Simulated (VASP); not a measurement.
The system is PbS.

```
CELL_PARAMETERS angstrom
2.06375 -5.86928 0.00000
2.06375 5.86928 0.00000
0.00000 0.00000 4.26044
ATOMIC_POSITIONS crystal
Pb 0.87228 0.12772 0.75000
Pb 0.12772 0.87228 0.25000
S 0.64368 0.35632 0.75000
S 0.35632 0.64368 0.25000
```

Base run:

| Item | Value |
| --- | --- |
| Program | VASP 6.6.1 |
| Functional | LDA |
| Potentials or basis | VASP PAW LDA potentials, release 64 (Pb_d, S) |
| Cutoff | 520 eV |
| k mesh | 6 × 6 × 6 |
| Occupations | gaussian, width 0.01 eV |
| Spin | no spin polarisation |

Its results: band gap on the k mesh 1.03 eV, indirect (least direct gap 1.17 eV); pressure -2.7 GPa; largest force 0.086 eV/Å.

**Question.** The run is repeated on the same cell with these changes: functional from LDA to r2SCAN; potentials or basis from VASP PAW LDA potentials, release 64 (Pb_d, S) to VASP PAW PBE potentials, release 64 (Pb_d, S). What comes out?

**Answer.** Band gap on the k mesh 1.43 eV, indirect (least direct gap 1.67 eV); pressure 1.0 GPa; largest force 0.020 eV/Å.

Caveats: spin-orbit coupling is left out, which moves the levels of the heavy elements; the PAW data sets were made with another functional, which shifts forces and pressure a little (some runs).

A k mesh can miss the band edges.
